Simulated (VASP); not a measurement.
Set up this calculation in VASP 6.6.1, as the native input.

```
Task                   : single point
Functional             : PBE
Potentials or basis    : VASP PAW PBE potentials, release 64 (Pd)
Cutoff                 : 500 eV
k mesh                 : 11 × 11 × 11
Occupations            : gaussian, width 0.1 eV
Spin                   : no spin polarisation
Dipole correction      : no
Further INCAR settings : ALGO = Normal; EDIFF = 1e-06; NBANDS = 11
```

The structure of Pd lies in POSCAR:

```
Pd
1.0
    0.0000000000      1.9725566977      1.9725566977
    1.9725566977      0.0000000000      1.9725566977
    1.9725566977      1.9725566977      0.0000000000
Pd
1
Direct
    0.0000000000      0.0000000000      0.0000000000
```

One way to write it, as run:

INCAR

```
ALGO = Normal ; EDIFF = 1E-6
ENCUT = 500 ; GGA = PE
GGA_COMPAT = False ; ISIF = 2
ISMEAR = 0 ; LASPH = True
LCHARG = False ; LREAL = False
LWAVE = False ; NBANDS = 11
NELM = 120 ; PREC = Accurate
SIGMA = 0.1
```

KPOINTS

```
k-points
0
Gamma
  11 11 11
```

Potentials or basis: VASP PAW PBE potentials, release 64 (Pd).

The run is started by

```sh
$ cat potpaw_PBE.64/Pd/POTCAR > POTCAR
$ mpirun -np 1 vasp_std > vasp.out
```

It gave:

```json
{
 "Pressure": "-0.2 GPa",
 "Band gap on the k mesh": "zero (bands 5 and 6 overlap by 1.41 eV)"
}
```

It took 3.6 s on 1 thread of Intel(R) Xeon(R) 6975P-C (Granite Rapids) (shared host), peak memory 0.12 GiB.
